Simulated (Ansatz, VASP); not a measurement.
## RbBr in VASP and in Ansatz

The input INCAR:

```
PREC     = Accurate       # precision mode
ENCUT    = 520            # plane-wave cutoff, eV
EDIFF    = 1E-7           # SCF threshold, eV
ISMEAR   = -1             # smearing method
SIGMA    = 0.02           # smearing width, eV
LREAL    = False          # projectors in reciprocal space
LASPH    = True           # aspherical terms in the spheres
NELM     = 80             # most SCF steps
ALGO     = Normal         # electronic algorithm
ISIF     = 2              # what is computed and relaxed
LWAVE    = False          # write WAVECAR
LCHARG   = False          # write CHGCAR
GGA      = PE             # functional
NBANDS   = 15             # bands
```

The input KPOINTS:

```
regular mesh
0
Gamma
  6 6 6
```

File POSCAR:

```
RbBr
1.0
    4.1279266257      0.0000000000      0.0000000000
    0.0000000000      4.1279266257      0.0000000000
    0.0000000000      0.0000000000      4.1006823100
Rb Br
1 1
Direct
    0.0000000000      0.0000000000      0.0000000000
    0.5000000000      0.5000000000      0.5000000000
```

Input for Ansatz:

```yaml
crystal:
  lattice:
    - [4.1279266257, 0.0, 0.0]
    - [0.0, 4.1279266257, 0.0]
    - [0.0, 0.0, 4.10068231]
  atoms:
    - { symbol: Rb, position: [0.0, 0.0, 0.0] }
    - { symbol: Br, position: [0.5, 0.5, 0.5] }
kpoints:
  mp_grid: { grid: [6, 6, 6] }
  band_path:
    path: [[0.0, 0.0, 0.0], [0.0, 0.5, 0.0], [0.5, 0.5, 0.0], [0.5, 0.5, 0.5]]
    npoints: 1
hamiltonian:
  xc: pbe
scf:
  occupations: { method: fermi_dirac, width: 0.02 }
  n_extra_bands: 4
output:
  forces: true
  stress: true
  eigenvalues: true
```

Change from the starting cell: uniaxial_z strain -0.7%.

Alike in both runs: task single point; functional PBE; k mesh 6 × 6 × 6; occupations fermi-dirac, width 0.02 eV; no spin polarisation.

```csv
,VASP,Ansatz
version,VASP 6.6.1,Ansatz 0.2.0
potentials or method,"VASP PAW PBE potentials, release 64 (Rb_sv, Br)","plane waves, PAW"
plane-wave cutoff (eV),520,420
valence electrons in the cell,16,16
```

|  | VASP | Ansatz | Ansatz less VASP |
| --- | --- | --- | --- |
| gap on the k mesh at the Fermi level (eV) | 4.08 | 4.08 | +0.002 |
| pressure (GPa) | 0.9 | 0.9 | -0.03 |
| traceless stress, the component that is largest in VASP (GPa) | 0.13 | 0.13 | 0.000 |

With one functional, cell and mesh, what is left measures potentials, basis and numerics.
